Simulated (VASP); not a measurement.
# SiC (P6_3mc) in VASP: single point with LDA

Aim: the single point of SiC with LDA.

Everything below comes from runs of VASP 6.6.1. Logs are shortened: lines on timing, memory, paths and dates and some standing lists are left out, and cuts for length are marked.

## Step 1: The cell of the first run

Symmetry: P6_3mc, No. 186, hexagonal system. Conventional cell: a = 3.058 Å, b = 3.058 Å, c = 10.012 Å, α = 90.00°, β = 90.00°, γ = 120.00°. Within 2.5 Å of Si (site symmetry 3m) lie 4 C at 1.87 to 1.88 Å. Within 2.5 Å of Si (site symmetry 3m) lie 4 C at 1.87 to 1.88 Å. C (site symmetry 3m) has 4 Si at 1.87 to 1.88 Å within 2.5 Å. Within 2.5 Å of C (site symmetry 3m) lie 4 Si at 1.87 to 1.88 Å.

## Step 2: Single point, LDA

The input, INCAR:

```
ALGO = Normal ; EDIFF = 1E-6
ENCUT = 520 ; ISIF = 2
ISMEAR = 0 ; LASPH = T
LCHARG = F ; LREAL = Auto
LWAVE = F ; NBANDS = 46
NELM = 100 ; PREC = Accurate
SIGMA = 0.05
```

The input, KPOINTS:

```
k-points
0
Gamma
  8 8 8
```

The input, POSCAR:

```
SiC
1.0
   -3.0584217968      0.0000000000      0.0000000000
    0.0000000000      5.2973419431      0.0000000000
    1.5292108984     -2.6486709716    -10.0121483168
Si C
8 8
Direct
    0.0310792682      0.6977459348      0.0621585363
    0.5310792682      0.1977459348      0.0621585363
    0.7810792682      0.1144126015      0.5621585363
    0.2810792682      0.6144126015      0.5621585363
    0.6560497102      0.6560497102      0.3120994204
    0.1560497102      0.1560497102      0.3120994204
    0.9060497102      0.9060497102      0.8120994204
    0.4060497102      0.4060497102      0.8120994204
    0.1250961105      0.7917627772      0.2501922210
    0.6250961105      0.2917627772      0.2501922210
    0.8750961105      0.2084294438      0.7501922210
    0.3750961105      0.7084294438      0.7501922210
    0.2497754111      0.2497754111      0.4995508222
    0.7497754111      0.7497754111      0.4995508222
    0.4997754111      0.4997754111      0.9995508222
    0.9997754111      0.9997754111      0.9995508222
```

Potentials or basis: VASP PAW LDA potentials, release 64 (Si, C).

On the command line:

```sh
$ cat potpaw_LDA.64/Si/POTCAR potpaw_LDA.64/C/POTCAR > POTCAR
$ mpirun -np 1 vasp_std > vasp.out
```

OUTCAR:

```text
EDIFF = 1E-6
   ENCUT = 520
   ISIF = 2
   ISMEAR = 0
   LASPH = T
   LREAL = Auto
   NELM = 100
   PREC = Accurate

 ion  position               nearest neighbor table
   1  0.031  0.698  0.062-  15 1.87  15 1.87  16 1.87   9 1.88   2 3.06   2 3.06   2 3.06   2 3.06
                             5 3.06   6 3.06   5 3.06   8 3.06   8 3.06   7 3.06
   2  0.531  0.198  0.062-  16 1.87  16 1.87  15 1.87  10 1.88   1 3.06   1 3.06   1 3.06   1 3.06
                             6 3.06   5 3.06   6 3.06   7 3.06   7 3.06   8 3.06
   3  0.781  0.114  0.562-  13 1.87  13 1.87  14 1.87  11 1.88   4 3.06   4 3.06   4 3.06   4 3.06
                             8 3.06   8 3.06   7 3.06   6 3.06   5 3.06   6 3.06
   4  0.281  0.614  0.562-  14 1.87  14 1.87  13 1.87  12 1.88   3 3.06   3 3.06   3 3.06   3 3.06
                             7 3.06   7 3.06   8 3.06   5 3.06   6 3.06   5 3.06
   5  0.656  0.656  0.312-  10 1.87   9 1.87   9 1.87  14 1.88   6 3.06   6 3.06   6 3.06   6 3.06
                             1 3.06   2 3.06   1 3.06   4 3.06   3 3.06   4 3.06
   6  0.156  0.156  0.312-   9 1.87  10 1.87  10 1.87  13 1.88   5 3.06   5 3.06   5 3.06   5 3.06
                             2 3.06   1 3.06   2 3.06   3 3.06   4 3.06   3 3.06
   7  0.906  0.906  0.812-  11 1.87  12 1.87  12 1.87  16 1.88   8 3.06   8 3.06   8 3.06   8 3.06
                             4 3.06   4 3.06   3 3.06   2 3.06   2 3.06   1 3.06
   8  0.406  0.406  0.812-  12 1.87  11 1.87  11 1.87  15 1.88   7 3.06   7 3.06   7 3.06   7 3.06
                             3 3.06   3 3.06   4 3.06   1 3.06   1 3.06   2 3.06
   9  0.125  0.792  0.250-   6 1.87   5 1.87   5 1.87   1 1.88
  10  0.625  0.292  0.250-   5 1.87   6 1.87   6 1.87   2 1.88
  11  0.875  0.208  0.750-   7 1.87   8 1.87   8 1.87   3 1.88
  12  0.375  0.708  0.750-   8 1.87   7 1.87   7 1.87   4 1.88
  13  0.250  0.250  0.500-   3 1.87   3 1.87   4 1.87   6 1.88
  14  0.750  0.750  0.500-   4 1.87   4 1.87   3 1.87   5 1.88
  15  0.500  0.500  1.000-   1 1.87   1 1.87   2 1.87   8 1.88
  16  1.000  1.000  1.000-   2 1.87   2 1.87   1 1.87   7 1.88

  LATTYP: Found a body centered orthorhombic cell.
 ALAT       =     3.0584217968
 B/A-ratio  =     1.7320508076
 C/A-ratio  =     6.5472645580

  Lattice vectors:

 A1 = (  -1.5292108984,   2.6486709716,  10.0121483168)
 A2 = (   1.5292108984,  -2.6486709715,  10.0121483168)
 A3 = (   1.5292108984,   2.6486709715, -10.0121483168)

Analysis of symmetry for initial positions (statically):
=====================================================================
 Subroutine PRICEL returns following result:

  LATTYP: Found a hexagonal cell.
 ALAT       =     3.0584217968
 C/A-ratio  =     3.2736322790

  Lattice vectors:

 A1 = (   3.0584217968,  -0.0000000000,   0.0000000000)
 A2 = (  -1.5292108984,  -2.6486709716,   0.0000000000)
 A3 = (   0.0000000000,  -0.0000000000, -10.0121483168)

   2 primitive cells build up your supercell.

 Routine SETGRP: Setting up the symmetry group for a
 body centered orthorhombic supercell.

 Subroutine GETGRP returns: Found  4 space group operations
 (whereof  2 operations were pure point group operations)
 out of a pool of  8 trial point group operations.

The static configuration has the point symmetry C_1h.
 The point group associated with its full space group is C_2v.

Analysis of symmetry for dynamics (positions and initial velocities):
=====================================================================
 Subroutine PRICEL returns following result:

  LATTYP: Found a hexagonal cell.
 ALAT       =     3.0584217968
 C/A-ratio  =     3.2736322790

  Lattice vectors:

 A1 = (   3.0584217968,  -0.0000000000,   0.0000000000)
 A2 = (  -1.5292108984,  -2.6486709716,   0.0000000000)
 A3 = (   0.0000000000,  -0.0000000000, -10.0121483168)

   2 primitive cells build up your supercell.

 Routine SETGRP: Setting up the symmetry group for a
 body centered orthorhombic supercell.

 Subroutine GETGRP returns: Found  4 space group operations
 (whereof  2 operations were pure point group operations)
 out of a pool of  8 trial point group operations.

The dynamic configuration has the point symmetry C_1h.
 The point group associated with its full space group is C_2v.

 Subroutine INISYM returns: Found  4 space group operations
 (whereof  2 operations are pure point group operations),
 and found     2 'primitive' translations

----------------------------------------------------------------------------------------

[... 37 lines left out ...]
Automatic generation of k-mesh.
 Grid dimensions read from file:
 generate k-points for:    8    8    8

 Generating k-lattice:

  Cartesian coordinates                     Fractional coordinates (reciprocal lattice)
    -0.040870752  0.000000000 -0.006242417     0.125000000  0.000000000  0.000000000
     0.000000000  0.023596740 -0.006242417     0.000000000  0.125000000  0.000000000
     0.000000000  0.000000000 -0.012484833     0.000000000  0.000000000  0.125000000

  Length of vectors
     0.041344724  0.024408480  0.012484833

  Shift w.r.t. Gamma in fractional coordinates (k-lattice)
     0.000000000  0.000000000  0.000000000

 Subroutine IBZKPT returns following result:
 ===========================================

 Found     95 irreducible k-points:

 Following reciprocal coordinates:
            Coordinates               Weight
  0.000000  0.000000  0.000000      1.000000
  0.125000  0.000000  0.000000      4.000000
  0.250000  0.000000  0.000000      4.000000
  0.375000  0.000000  0.000000      4.000000
  0.500000  0.000000  0.000000      2.000000
  0.000000  0.125000  0.000000      4.000000
[... 16 lines left out ...]
  0.125000  0.375000  0.000000      8.000000
  0.250000  0.375000  0.000000      8.000000
 [... further k-points ...]
   k-points           NKPTS =     95   k-points in BZ     NKDIM =     95   number of bands    NBANDS=     46
   number of dos      NEDOS =    301   number of ions     NIONS =     16
   total plane-waves  NPLWV =  76800
   dimension x,y,z NGX =    24 NGY =   40 NGZ =   80
   dimension x,y,z NGXF=    48 NGYF=   80 NGZF=  160
   ions per type =               8   8
   NGX,Y,Z   is equivalent  to a cutoff of  13.05, 12.55, 12.70 a.u.
   NGXF,Y,Z  is equivalent  to a cutoff of  26.09, 25.11, 25.41 a.u.
 SYSTEM =  unknown system
   PREC   = accura    normal or accurate (medium, high low for compatibility)
   ISTART =      0    job   : 0-new  1-cont  2-samecut
   ICHARG =      2    charge: 1-file 2-atom 10-const
   ISPIN  =      1    spin polarized calculation?
   LNONCOLLINEAR =      F non collinear calculations
   LSORBIT =      F    spin-orbit coupling
   LASPH  =      T    aspherical Exc in radial PAW
   ENCUT  =  520.0 eV  38.22 Ry    6.18 a.u.   5.69  9.85 19.47*2*pi/ulx,y,z
   NELM   =    100;   NELMIN=  2; NELMDL= -5     # of ELM steps
   EDIFF  = 0.1E-05   stopping-criterion for ELM
   LREAL  =      T    real-space projection
   EDIFFG = 0.1E-04   stopping-criterion for IOM
   NSW    =      0    number of steps for IOM
   IBRION =     -1    ionic relax: 0-MD 1-quasi-New 2-CG
   NFREE  =      0    steps in history (QN), initial steepest desc. (CG)
   ISIF   =      2    stress and relaxation
   ISYM   =      2    0-nonsym 1-usesym 2-fastsym
   POTIM  = 0.5000    time-step for ionic-motion
   TEBEG  =    0.0;   TEEND  =   0.0 temperature during run
   PSTRESS=    0.0 pullay stress
   NELECT =      64.0000    total number of electrons
   NUPDOWN=      -1.0000    fix difference up-down
   EMIN   =  10.00;   EMAX   =-10.00  energy-range for DOS
   EFERMI =   0.00;   METHOD = LEGACY
   ISMEAR =     0;   SIGMA  =   0.05  broadening in eV -4-tet -1-fermi 0-gaus
   EFERMI_NEDOS =   21; number of points for ismear=-14 and -15
   IALGO  =     38    algorithm
   IMIX   =      4    mixing-type and parameters
     AMIX     =   0.40;   BMIX     =  1.00
     AMIX_MAG =   1.60;   BMIX_MAG =  1.00
  volume/ion in A,a.u.               =      10.14        68.42
  Fermi-wavevector in a.u.,A,eV,Ry     =   1.200717  2.269026 19.615804  1.441721
  Thomas-Fermi vector in A             =   2.336545
   LORBIT       =      0    0 simple, 1 ext, 2 COOP (PROOUT), +10 PAW based schemes
   GGA     = CA    functional components
   LHFCALC =     F    Hartree Fock is set to
   AEXX    =    0.0000 exact exchange contribution
   IVDW    =     0    specifies the selected vdW correction
   LEPSILON=     F    determine dielectric tensor
   LRPA    =     F    only Hartree local field effects (RPA)
 non-spin polarized calculation
 Gauss-broadening in eV      SIGMA  =   0.05
  energy-cutoff  :      520.00
  volume of cell :      162.21
 maximum number of plane-waves:      4399
   NGX = 11   NGY = 19   NGZ = 39

 number of electron      64.0000005 magnetization

 Free energy of the ion-electron system (eV)
  ---------------------------------------------------
  ext. energy  EPLUGINS =         0.00000000
  ---------------------------------------------------
  free energy    TOTEN  =      -133.16586693 eV

  energy without entropy =     -133.16586693  energy(sigma->0) =     -133.16586693

 E-fermi :   8.5767     XC(G=0): -11.6399

 val. band max:        8.3614287459   @ k =   0.0000   0.0000   0.0000
 cond. band min:      10.5336998471   @ k =   0.0000   0.0000   0.5000
 fundamental gap:      2.1722711012
 Fermi energy:         8.5767050223

 k-point     1 :       0.0000    0.0000    0.0000
  band No.  band energies     occupation
      1      -7.1912      2.00000
      2      -5.9887      2.00000
      3      -5.9525      2.00000
      4      -3.4969      2.00000
      5      -3.4708      2.00000
      6      -3.4708      2.00000
[... 1117 lines left out ...]
     43      15.3420      0.00000
     44      15.6319      0.00000

 [... further k-points ...]

 [bands above 44 left out]

------------------------ aborting loop because EDIFF is reached ----------------------------------------

  FORCE on cell =-STRESS in cart. coord.  units (eV):
  Direction    XX          YY          ZZ          XY          YZ          ZX
  --------------------------------------------------------------------------------------
  -------------------------------------------------------------------------------------
  Total        0.4405917      0.4006912      0.4322955      0.0000000      0.0000000      0.0000000
  in kB        4.3517530      3.9576535      4.2698104      0.0000000      0.0000000      0.0000000
  external PRESSURE =       4.1930723 kB  Pullay stress =       0.0000000 kB

 VOLUME and BASIS-vectors are now :
 -----------------------------------------------------------------------------
  energy-cutoff  :      520.00
  volume of cell :      162.21
      direct lattice vectors                 reciprocal lattice vectors
    -3.058421797  0.000000000  0.000000000    -0.326966019  0.000000000 -0.049939332
     0.000000000  5.297341943  0.000000000     0.000000000  0.188773919 -0.049939332
     1.529210898 -2.648670972-10.012148317     0.000000000  0.000000000 -0.099878664

 POSITION                                       TOTAL-FORCE (eV/Angst)
 -----------------------------------------------------------------------------------
     -0.00000      3.53156     -0.62234        -0.000000     -0.001425      0.002203
     -1.52921      0.88289     -0.62234        -0.000000     -0.001425      0.002203
     -1.52921     -0.88289     -5.62841        -0.000000      0.001425      0.002203
     -0.00000      1.76578     -5.62841        -0.000000      0.001425      0.002203
     -1.52921      2.64867     -3.12479         0.000000      0.000847     -0.000403
      0.00000     -0.00000     -3.12479         0.000000      0.000847     -0.000403
[... 8 lines left out ...]
     -0.00000     -0.00000    -10.00765         0.000000     -0.000807     -0.001712
     -1.52921      2.64867    -10.00765         0.000000     -0.000807     -0.001712
 -----------------------------------------------------------------------------------
    total drift:                                0.000022     -0.000024     -0.019780

  FREE ENERGIE OF THE ION-ELECTRON SYSTEM (eV)
  ---------------------------------------------------
  free  energy   TOTEN  =      -133.1658669332 eV

  energy  without entropy=     -133.1658669332  energy(sigma->0) =     -133.16586693
```

Run time: 6.7 min. Hardware: 1 thread of Intel Xeon 6975P-C (Granite Rapids), shared host; peak memory 0.5 GiB.

Results:

- Free energy: -133.1659 eV
- Pressure: 0.4 GPa
- Band gap on the k mesh: 2.17 eV

Forces on the atoms (eV/Å):
```
Si   0.000 -0.001  0.002
Si   0.000 -0.001  0.002
Si   0.000  0.001  0.002
Si   0.000  0.001  0.002
Si   0.000  0.001  0.000
Si   0.000  0.001  0.000
Si   0.000 -0.001  0.000
Si   0.000 -0.001  0.000
C    0.000 -0.001  0.000
C    0.000 -0.001  0.000
C    0.000  0.001  0.000
C    0.000  0.001  0.000
C    0.000  0.001 -0.002
C    0.000  0.001 -0.002
C    0.000 -0.001 -0.002
C    0.000 -0.001 -0.002
```

A k mesh can miss the band edges.
